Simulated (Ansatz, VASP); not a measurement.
MoSe2: VASP beside Ansatz

```
Mo Se
1.0
     3.26914    0.00000    0.00000
    -1.63457    2.83116    0.00000
     0.00000    0.00000   13.12507
Mo Se
2 4
Direct
  0.66667 0.33333 0.75000
  0.33333 0.66667 0.25000
  0.33333 0.66667 0.87680
  0.66667 0.33333 0.37680
  0.33333 0.66667 0.62320
  0.66667 0.33333 0.12320
```

Alike in both runs: task single point; functional PBEsol; k mesh 6 × 6 × 1; occupations gaussian, width 0.02 eV; no spin polarisation.

|  | VASP | Ansatz |
| --- | --- | --- |
| version | VASP 6.6.1 | Ansatz 0.2.0 |
| potentials or method | VASP PAW PBE potentials, release 64 (Mo_sv, Se), cutoff 500 eV | scalar-relativistic, plane waves, PAW |
| valence electrons in the cell | 52 | 92 |

```csv
,VASP,Ansatz,Ansatz less VASP
gap on the k mesh at the Fermi level (eV),0.91,0.92,+0.004
least direct gap on the mesh (eV),1.49,1.49,0.000
pressure (GPa),0.5,0.1,-0.35
"traceless stress, the component that is largest in VASP (GPa)",0.35,0.27,-0.077
rms of the force components (eV/Å),0.012,0.010,-0.0023
```

VASP's potentials were made for PBE, not for PBEsol, and Ansatz warns of the same on its side. Atom by atom the forces differ by 0.023 eV/Å (rms over components). With one functional, cell and mesh, what is left measures potentials, basis and numerics. VASP's potentials hold 52 valence electrons a cell and Ansatz's 92, so a difference there can come from the potentials and not from the codes.

The k mesh is coarse, so the values compare programs but aren't converged.
